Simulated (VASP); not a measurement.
Set up this calculation in VASP 6.6.1, as the native input.

```yaml
Task: single point
Functional: PBE-based screened hybrid with 100 % exact exchange
Potentials_or_basis: VASP PAW PBE potentials, release 64 (Cu, I)
Cutoff: 520 eV
k_mesh: 4 × 4 × 4
Occupations: gaussian, width 0.01 eV
Spin: no spin polarisation
Dipole_correction: no
Grid_for_exact_exchange_PRECFOCK: Normal
Share_of_exact_exchange: 1
Further_INCAR_settings: ALGO = Normal; EDIFF = 1e-06; NBANDS = 16
Screening_parameter: 0.2078 1/Å
```

The system is CuI.

```
Cu I
1.0
     0.00000    3.01204    3.01204
     3.01204    0.00000    3.01204
     3.01204    3.01204    0.00000
Cu I
1 1
Direct
  0.25000 0.25000 0.25000
  0.00000 0.00000 0.00000
```

These files were run (other wordings do the same):

POSCAR

```
CuI
1.0
    0.0000000000      3.0120429050      3.0120429050
    3.0120429050      0.0000000000      3.0120429050
    3.0120429050      3.0120429050      0.0000000000
Cu I
1 1
Direct
    0.2500000000      0.2500000000      0.2500000000
    0.0000000000      0.0000000000      0.0000000000
```

INCAR.step1

```
SYSTEM = CuI
PREC = Accurate
ENCUT = 520
EDIFF = 1E-5
ISMEAR = 0
SIGMA = 0.01
LREAL = .FALSE.
LASPH = .TRUE.
NELM = 80
ALGO = Normal
ISIF = 2
LWAVE = .TRUE.
LCHARG = .FALSE.
GGA = PE
NBANDS = 16
```

INCAR.step2

```
SYSTEM = CuI
PREC = Accurate
ENCUT = 520
EDIFF = 1E-6
ISMEAR = 0
SIGMA = 0.01
LREAL = .FALSE.
LASPH = .TRUE.
NELM = 80
ALGO = Normal
ISIF = 2
LWAVE = .FALSE.
LCHARG = .FALSE.
GGA = PE
LHFCALC = .TRUE.
AEXX = 1.0
HFSCREEN = 0.2078
PRECFOCK = Normal
ISTART = 1
NBANDS = 16
ALDAC = 1.0
AGGAC = 1.0
```

KPOINTS

```
regular mesh
0
G
  4 4 4
  0 0 0
```

Potentials or basis: VASP PAW PBE potentials, release 64 (Cu, I).

Launch:

```sh
$ cat potpaw_PBE.64/Cu/POTCAR potpaw_PBE.64/I/POTCAR > POTCAR
$ cp INCAR.step1 INCAR
$ mpirun -np 1 vasp_std > vasp.out
$ cp INCAR.step2 INCAR
$ mpirun -np 1 vasp_std > vasp.out
```

It gave:

- Pressure: 2.5 GPa
- Band gap on the k mesh: 6.94 eV

Caveat: the k points lie up to 0.45 Å⁻¹ apart; the PAW data sets were made with another functional, which shifts forces and pressure a little; spin-orbit coupling is left out, which moves the levels of the heavy elements.

It took 8.3 min on 1 thread of Intel(R) Xeon(R) Platinum 8259CL CPU @ 2.50GHz (Skylake/Cascade Lake), with other jobs on the host, peak memory 0.29 GiB.
